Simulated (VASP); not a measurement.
Runs of VASP 6.6.1 on Ca. The structure is that of space group Pm-3m (No. 221), or close to it. The cells are those of the table. This isn't the form of Ca at room conditions, which is fcc.

```tsv
task	cell	k mesh	cutoff (eV)	gap on the mesh (eV)	pressure (GPa)
single point	a = 3.559 Å, 1 atom	10 × 10 × 10	520	none	(a)
single point	a = 3.468 Å, 1 atom	9 × 9 × 9	520	none	0.0
single point	a = 3.373 Å, 1 atom	10 × 10 × 10	500	none	1.0
single point	a = 3.468 Å, 1 atom	10 × 10 × 10	500	none	-0.1
single point	a = 3.324 Å, 1 atom	10 × 10 × 10	520	none	(b)
single point	a = 3.602 Å, 1 atom	10 × 10 × 10	500	none	-1.1
relaxation of cell and atoms	relaxed from a = 3.612 Å, 1 atom	9 × 9 × 9	600	none	0.0
```

Alike in all rows: level PBEsol; potentials or basis VASP PAW PBE potentials, release 64 (Ca_sv); no spin polarisation; smearing fermi-dirac 0.1 eV.

Question: Estimate the missing entries.

Answer: (a) -0.8; (b) 1.7.

Caveats: the PAW data sets were made with another functional, which shifts forces and pressure a little.

A gap of «none» marks levels without a gap at the run's occupations.
